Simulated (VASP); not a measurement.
# Si8NO14 (a cell with a defect) in VASP: single point with r2SCAN

Aim: the single point of Si8NO14 (a cell with a defect) with r2SCAN.

All numbers are computed with VASP 6.6.1; they aren't measurements. Logs are shortened: lines on timing, memory, paths and dates and some standing lists are left out, and cuts for length are marked.

## 1. The cell of the first run

The cell holds a defect, 23 atoms: a = 7.046 Å, b = 7.046 Å, c = 6.963 Å, α = 90.00°, β = 90.00°, γ = 90.00°.

## 2. Single point, r2SCAN, collinear spin, ferromagnetic start

POSCAR

```
Si8NO14
1.0
   -4.9820000000     -4.9820000000      0.0000000000
    4.9820000000     -4.9820000000      0.0000000000
    0.0000000000      0.0000000000      6.9630000000
Si O N
8 14 1
Direct
    0.2093984344      0.5129235247      0.0040753985
   -0.0064362706      0.2223076074      0.2249340801
    0.7757536130      0.4898471497      0.5153725406
    0.0099276395      0.7843860899      0.7247272727
    0.7219288438     -0.0334117824     -0.0022789028
    0.4676241469      0.7369818346      0.2856411030
    0.3136598756     -0.0005625251      0.4690330317
    0.5131603774      0.2705096347      0.7728428838
    0.3143385187      0.5868838820      0.1976000287
    0.8546214372      0.3221120032      0.3796682464
    0.6922475913      0.3983445403      0.7095147207
    0.1191437174      0.6979381774      0.9063324716
    0.9529167001      0.6245961461      0.5690547178
    0.6078808711      0.6145542955      0.4215473216
    0.0338752509      0.3758595945      0.0577457992
    0.3462816138      0.4066814532      0.8516757145
    0.8875262947      0.0374879566      0.1408650007
    0.1577079486      0.9259604576      0.6241552492
    0.5803062023      0.1381773384      0.9479146919
    0.4534188077      0.1399732035      0.5906685337
    0.5957341429      0.8087722802      0.1051721959
    0.8182133681      0.8871310719      0.8018690220
    0.2094074669      0.1426824568      0.3027726555
```

INCAR.step1

```
PREC = Accurate
ENCUT = 520
ISMEAR = 0
SIGMA = 0.05
LREAL = Auto
LASPH = T
NELM = 150
ISPIN = 2
MAGMOM = 0 0 0 0 0 0 0 0 0 0 0 0 0 0 0 0 0 0 0 0 0 0 0.54
NBANDS = 82
GGA = PE
ALGO = Normal
EDIFF = 1E-4
LWAVE = T
LCHARG = F
```

INCAR.step2

```
PREC = Accurate
ENCUT = 520
EDIFF = 1E-7
ISMEAR = 0
SIGMA = 0.05
LREAL = Auto
LASPH = T
NELM = 150
ALGO = Normal
ISIF = 2
LWAVE = F
LCHARG = F
ISPIN = 2
MAGMOM = 0 0 0 0 0 0 0 0 0 0 0 0 0 0 0 0 0 0 0 0 0 0 0.54
LORBIT = 11
METAGGA = R2SCAN
LMIXTAU = T
NBANDS = 82
ISTART = 1
```

KPOINTS

```
regular mesh
0
Gamma
  2 2 2
```

Potentials or basis: VASP PAW PBE potentials, release 64 (Si, O, N).

Command:

```console
$ cat potpaw_PBE.64/Si/POTCAR potpaw_PBE.64/O/POTCAR potpaw_PBE.64/N/POTCAR > POTCAR
$ cp INCAR.step1 INCAR
$ mpirun -np 1 vasp_std > vasp.out
$ cp INCAR.step2 INCAR
$ mpirun -np 1 vasp_std > vasp.out
```

OUTCAR:

```text
PREC = Accurate
   ENCUT = 520
   EDIFF = 1E-7
   ISMEAR = 0
   LREAL = Auto
   LASPH = T
   NELM = 150
   ISIF = 2
   ISPIN = 2
   LORBIT = 11
   METAGGA = R2SCAN
   ISTART = 1

 ion  position               nearest neighbor table
   1  0.209  0.513  0.004-  12 1.60  15 1.61  16 1.62   9 1.62   2 2.98   4 3.07   6 3.11
   2  0.994  0.222  0.225-  17 1.61  15 1.61  10 1.62  23 1.71   1 2.98   5 3.07
   3  0.776  0.490  0.515-  11 1.61  14 1.61  10 1.61  13 1.61   8 3.00   4 3.03
   4  0.010  0.784  0.725-  12 1.60  18 1.60  13 1.61  22 1.62   3 3.03   5 3.06   1 3.07
   5  0.722  0.967  0.998-  19 1.61  21 1.61  17 1.61  22 1.62   8 3.03   4 3.06   2 3.07   6 3.14

   6  0.468  0.737  0.286-  14 1.62  21 1.63   9 1.63   7 2.50   1 3.11   5 3.14
   7  0.314  0.999  0.469-  18 1.63  20 1.63  23 1.70   6 2.50
   8  0.513  0.271  0.773-  19 1.61  11 1.61  16 1.61  20 1.62   3 3.00   5 3.03
   9  0.314  0.587  0.198-   1 1.62   6 1.63
  10  0.855  0.322  0.380-   3 1.61   2 1.62
  11  0.692  0.398  0.710-   3 1.61   8 1.61
  12  0.119  0.698  0.906-   4 1.60   1 1.60
  13  0.953  0.625  0.569-   3 1.61   4 1.61
  14  0.608  0.615  0.422-   3 1.61   6 1.62
  15  0.034  0.376  0.058-   1 1.61   2 1.61
  16  0.346  0.407  0.852-   8 1.61   1 1.62
  17  0.888  0.037  0.141-   2 1.61   5 1.61
  18  0.158  0.926  0.624-   4 1.60   7 1.63
  19  0.580  0.138  0.948-   5 1.61   8 1.61
  20  0.453  0.140  0.591-   8 1.62   7 1.63
  21  0.596  0.809  0.105-   5 1.61   6 1.63
  22  0.818  0.887  0.802-   5 1.62   4 1.62
  23  0.209  0.143  0.303-   7 1.70   2 1.71

  LATTYP: Found a simple tetragonal cell.
 ALAT       =     7.0456119677
 C/A-ratio  =     0.9882746924

  Lattice vectors:

 A1 = (  -4.9820000000,  -4.9820000000,   0.0000000000)
 A2 = (   4.9820000000,  -4.9820000000,   0.0000000000)
 A3 = (   0.0000000000,   0.0000000000,   6.9630000000)

Analysis of symmetry for initial positions (statically):
=====================================================================
 Subroutine PRICEL returns:
 Original cell was already a primitive cell.

 Routine SETGRP: Setting up the symmetry group for a
 simple tetragonal supercell.

 Subroutine GETGRP returns: Found  1 space group operations
 (whereof  1 operations were pure point group operations)
 out of a pool of 16 trial point group operations.

The static configuration has the point symmetry C_1 .

Analysis of symmetry for dynamics (positions and initial velocities):
=====================================================================
 Subroutine PRICEL returns:
 Original cell was already a primitive cell.
[... 190 lines left out ...]
  ext. energy  EPLUGINS =         0.00000000
  ---------------------------------------------------
  free energy    TOTEN  =      -224.62210991 eV

  energy without entropy =     -224.62210991  energy(sigma->0) =     -224.62210991

 E-fermi :   0.7739     XC(G=0):  -8.7115

 val. band max:        0.4847705599   @ k =   0.5000   0.0000   0.0000
 cond. band min:       2.1149528396   @ k =   0.0000   0.0000   0.5000
 fundamental gap:      1.6301822797
 Fermi energy:         0.7738590596

 spin component 1

 k-point     1 :       0.0000    0.0000    0.0000
  band No.  band energies     occupation
      1     -20.7636      1.00000
      2     -20.0002      1.00000
      3     -19.9540      1.00000
      4     -19.9127      1.00000
      5     -19.8954      1.00000
      6     -19.7077      1.00000
[... 589 lines left out ...]
     71       9.4575      0.00000
     72       9.6339      0.00000
 Fermi energy:         0.7738590596

 spin component 2

 k-point     1 :       0.0000    0.0000    0.0000
  band No.  band energies     occupation
      1     -20.7529      1.00000
      2     -19.9888      1.00000
      3     -19.9457      1.00000
      4     -19.9095      1.00000
      5     -19.8769      1.00000
      6     -19.6884      1.00000
[... 589 lines left out ...]
     71       9.4687      0.00000
     72       9.6604      0.00000
 [bands above 72 left out]

------------------------ aborting loop because EDIFF is reached ----------------------------------------

  FORCE on cell =-STRESS in cart. coord.  units (eV):
  Direction    XX          YY          ZZ          XY          YZ          ZX
  --------------------------------------------------------------------------------------
  -------------------------------------------------------------------------------------
  Total       -3.8374145      1.6952111      0.6933798     -0.8517858      2.8333712     -6.9460920
  in kB      -17.7875222      7.8577920      3.2140151     -3.9482725     13.1334924    -32.1971383
  external PRESSURE =      -2.2385717 kB  Pullay stress =       0.0000000 kB

 VOLUME and BASIS-vectors are now :
 -----------------------------------------------------------------------------
  energy-cutoff  :      520.00
  volume of cell :      345.65
      direct lattice vectors                 reciprocal lattice vectors
    -4.982000000 -4.982000000  0.000000000    -0.100361301 -0.100361301  0.000000000
     4.982000000 -4.982000000  0.000000000     0.100361301 -0.100361301  0.000000000
     0.000000000  0.000000000  6.963000000     0.000000000  0.000000000  0.143616257

 POSITION                                       TOTAL-FORCE (eV/Angst)
 -----------------------------------------------------------------------------------
      1.51216     -3.59861      0.02838         0.004794     -0.015616      0.005426
     -3.84240     -6.05747      1.56622        -0.047781      0.034831      0.049136
     -1.42439     -6.30522      3.58854        -0.013990      0.012033     -0.004784
      3.85835     -3.95727      5.04628         0.005193     -0.019138     -0.023443
      1.21889     -8.41219      6.94713        -0.030041      0.010677     -0.009432
      1.34194     -6.00135      1.98892         0.014943     -0.022265      0.077316
[... 15 lines left out ...]
      0.34335     -8.49603      5.58341         0.005336     -0.020447      0.005979
     -0.33242     -1.75411      2.10821         0.012904      0.021920     -0.037294
 -----------------------------------------------------------------------------------
    total drift:                                0.013883      0.003156      0.005612

  FREE ENERGIE OF THE ION-ELECTRON SYSTEM (eV)
  ---------------------------------------------------
  free  energy   TOTEN  =      -224.6221099090 eV

  energy  without entropy=     -224.6221099090  energy(sigma->0) =     -224.62210991

 total charge

# of ion       s       p       d       tot
------------------------------------------
    1        0.633   0.999   0.000   1.632
    2        0.645   1.004   0.000   1.649
    3        0.633   1.004   0.000   1.637
    4        0.636   1.010   0.000   1.646
    5        0.636   1.006   0.000   1.641
    6        0.657   0.935   0.000   1.592
[... 15 lines left out ...]
   22        1.554   3.715   0.000   5.269
   23        1.270   2.516   0.000   3.786
--------------------------------------------------
tot         28.191  62.574   0.000  90.765

 magnetization (x)

# of ion       s       p       d       tot
------------------------------------------
    1        0.000   0.000   0.000   0.000
    2       -0.004  -0.006   0.000  -0.011
    3        0.000   0.000   0.000   0.000
    4       -0.000  -0.000   0.000  -0.000
    5        0.001   0.001   0.000   0.002
    6        0.005   0.008   0.000   0.013
[... 15 lines left out ...]
   22        0.000   0.000   0.000   0.000
   23        0.023   0.544   0.000   0.567
--------------------------------------------------
tot          0.028   0.614   0.000   0.642
```

OSZICAR.step1:

```text
N       E                     dE             d eps       ncg     rms          rms(c)
DAV:   1     0.791976860435E+03    0.79198E+03   -0.60835E+04  2624   0.133E+03
DAV:   2    -0.133524851086E+03   -0.92550E+03   -0.90266E+03  3244   0.317E+02
DAV:   3    -0.201590981872E+03   -0.68066E+02   -0.67668E+02  3152   0.913E+01
DAV:   4    -0.202631928164E+03   -0.10409E+01   -0.10383E+01  3320   0.122E+01
DAV:   5    -0.202650873445E+03   -0.18945E-01   -0.18927E-01  3272   0.158E+00    0.403E+01
DAV:   6    -0.177679205930E+03    0.24972E+02   -0.11857E+02  3014   0.338E+01    0.197E+01
DAV:   7    -0.177825620526E+03   -0.14641E+00   -0.50487E+00  3048   0.698E+00    0.804E+00
DAV:   8    -0.177748132496E+03    0.77488E-01   -0.66313E-01  3184   0.296E+00    0.373E+00
DAV:   9    -0.177761518455E+03   -0.13386E-01   -0.11949E-01  3048   0.143E+00    0.165E+00
DAV:  10    -0.177771089385E+03   -0.95709E-02   -0.27458E-02  3016   0.641E-01    0.473E-01
DAV:  11    -0.177774480192E+03   -0.33908E-02   -0.54693E-03  3016   0.300E-01    0.273E-01
DAV:  12    -0.177776436336E+03   -0.19561E-02   -0.19734E-03  2936   0.170E-01    0.121E-01
DAV:  13    -0.177776838828E+03   -0.40249E-03   -0.48831E-04  2672   0.829E-02    0.658E-02
DAV:  14    -0.177776916137E+03   -0.77309E-04   -0.11595E-04  2160   0.426E-02
   1 F= -.17777692E+03 E0= -.17777692E+03  d E =-.381192E-16  mag=     1.0002
```

Run time: 69 min. Hardware: 1 thread of Oxide Virtual Turin-like, shared host; peak memory 0.72 GiB.

Results:

| Quantity | Value |
| --- | --- |
| Free energy | -224.6221 eV |
| Pressure | -0.2 GPa |
| Largest force | 0.116 eV/Å |
| Band gap on the k mesh | 1.63 eV |
| Net moment | 1.00 μB per cell |
| Site moments | Si +0.00, -0.01, -0.00, +0.01 (each value once); O +0.00, +0.01, -0.00, +0.03, +0.02 (each value once); N +0.57 μB |
| Valence electrons inside the program's atomic spheres | Si 1.63, 1.65, 1.64, 1.59, 1.62 (each value once); O 5.26, 5.28, 5.29, 5.31, 5.27 (each value once); N 3.79 |

Forces on the atoms (eV/Å):
```
Si   0.005 -0.016  0.005
Si  -0.048  0.035  0.049
Si  -0.014  0.012 -0.005
Si   0.005 -0.019 -0.023
Si  -0.030  0.011 -0.009
Si   0.015 -0.022  0.077
Si   0.027 -0.001 -0.085
Si   0.009 -0.011  0.016
O   -0.017 -0.021  0.021
O   -0.013 -0.043  0.032
O    0.018  0.026  0.017
O   -0.021 -0.035 -0.004
O    0.022 -0.053  0.037
O   -0.007 -0.005  0.040
O    0.000 -0.031 -0.030
O   -0.005  0.017 -0.030
O   -0.005  0.022 -0.004
O    0.055  0.053 -0.087
O    0.012 -0.005  0.019
O   -0.030  0.031 -0.026
O    0.003  0.056  0.022
O    0.005 -0.020  0.006
N    0.013  0.022 -0.037
```

Stress tensor (GPa, compression positive):
```
-1.78 -0.39 -3.22
-0.39  0.79  1.31
-3.22  1.31  0.32
```

Caveat: the k points lie up to 0.45 Å⁻¹ apart; the PAW data sets were made with another functional, which shifts forces and pressure a little.
